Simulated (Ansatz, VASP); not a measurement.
# One calculation of Eu, two programs

```
CELL_PARAMETERS angstrom
-2.30300 2.30300 2.30300
2.30300 -2.30300 2.30300
2.30300 2.30300 -2.30300
ATOMIC_POSITIONS crystal
Eu 0.00000 0.00000 0.00000
```

Alike in both runs: task single point; functional PBE; k mesh 6 × 6 × 6; occupations gaussian, width 0.1 eV; collinear spin; Hubbard terms Eu f U = 6.0 eV.

```csv
,VASP,Ansatz
version,VASP 6.6.1,Ansatz 0.2.0
potentials or method,"VASP PAW PBE potentials, release 64 (Eu), cutoff 600 eV","scalar-relativistic, plane waves, PAW"
valence electrons in the cell,17,17
```

```csv
,VASP,Ansatz,Ansatz less VASP
gap on the k mesh at the Fermi level (eV),none,none,-
pressure (GPa),-0.2,-0.5,-0.25
net moment per atom (μB),7.48,7.51,+0.025
size of the moment on the site where the two differ most (μB),6.84,7.21,+0.374
```

Site moments also hang on the region over which each program counts them. The programs project onto different local orbitals, so the same U acts differently, and such runs can settle in different states. A gap of «none» marks a metal or a gap that the smearing closes. Ansatz's warnings: filled band counts differ across k points.

Spin-orbit coupling is off throughout.
